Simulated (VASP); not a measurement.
The system is CrBr.

```
Cr Br
1.0
     0.00000    2.75932    2.75932
     2.75932    0.00000    2.75932
     2.75932    2.75932    0.00000
Cr Br
1 1
Direct
  0.00000 0.00000 0.00000
  0.50000 0.50000 0.50000
```

```yaml
Program: VASP 6.6.1
Task: relaxation of cell and atoms
Functional: PBE
Potentials_or_basis: VASP PAW PBE potentials, release 64 (Cr_pv, Br)
Cutoff: 600 eV
k_mesh: 6 × 6 × 6
Occupations: gaussian, width 0.1 eV
Spin: collinear spin, ferromagnetic start
Starting_moments: "[4.55, 0.0] μB"
```

At the start: pressure 5.7 GPa; volume 21.01 Å³/atom.

**Question.** How do energy, volume and symmetry change on relaxing?

**Answer.** Over 3 steps the energy falls by 51.3 meV/atom and the volume is 24.11 Å³/atom (+14.7 %); space group Fm-3m (No. 225, to 0.1 Å) before and after; moment 4.99 μB per cell.

The path:
| step | energy change (eV) | largest force (eV/Å) | pressure (GPa) | volume (Å³) |
| --- | --- | --- | --- | --- |
| 1 | 0.0000 | 0.0000 | 5.69 | 42.02 |
| 2 | -0.0978 | 0.0000 | 1.15 | 46.72 |
| 3 | -0.1027 | 0.0000 | -0.09 | 48.21 |

Final structure:
```yaml
crystal:
  lattice:
    - [0.00000, 2.88874, 2.88874]
    - [2.88874, 0.00000, 2.88874]
    - [2.88874, 2.88874, 0.00000]
  atoms:
    - { symbol: Cr, position: [0.00000, 0.00000, 0.00000] }
    - { symbol: Br, position: [0.50000, 0.50000, 0.50000] }
```
